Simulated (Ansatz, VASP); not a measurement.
## Rb2Si2B: VASP beside Ansatz

```
Rb Si B
1.0
    -1.76776    1.76776   10.79311
     1.76776   -1.76776   10.79311
     1.76776    1.76776  -10.79311
Rb Si B
2 2 1
Cartesian
  0.0000 0.0000 8.7102
  0.0000 0.0000 12.8760
  1.7678 0.0000 5.3966
  0.0000 1.7678 5.3966
  0.0000 0.0000 0.0000
```

Alike in both runs: functional PBE; k mesh 6 × 6 × 6; occupations gaussian, width 0.1 eV; no spin polarisation.

Ansatz relaxed the structure, and its values are those at the end. VASP's run is a single point on that final structure, the one shown.

|  | VASP | Ansatz |
| --- | --- | --- |
| version | VASP 6.6.1 | Ansatz 0.2.0 |
| potentials or method | VASP PAW PBE potentials, release 64 (Rb_sv, Si, B), cutoff 520 eV | scalar-relativistic, plane waves, PAW |
| valence electrons in the cell | 29 | 29 |

|  | VASP | Ansatz | Ansatz less VASP |
| --- | --- | --- | --- |
| gap on the k mesh at the Fermi level (eV) | none | none | - |
| pressure (GPa) | -0.1 | -0.1 | -0.03 |

A gap of «none» marks a metal or a gap that the smearing closes.

The k mesh is coarse, so the values compare programs but aren't converged.
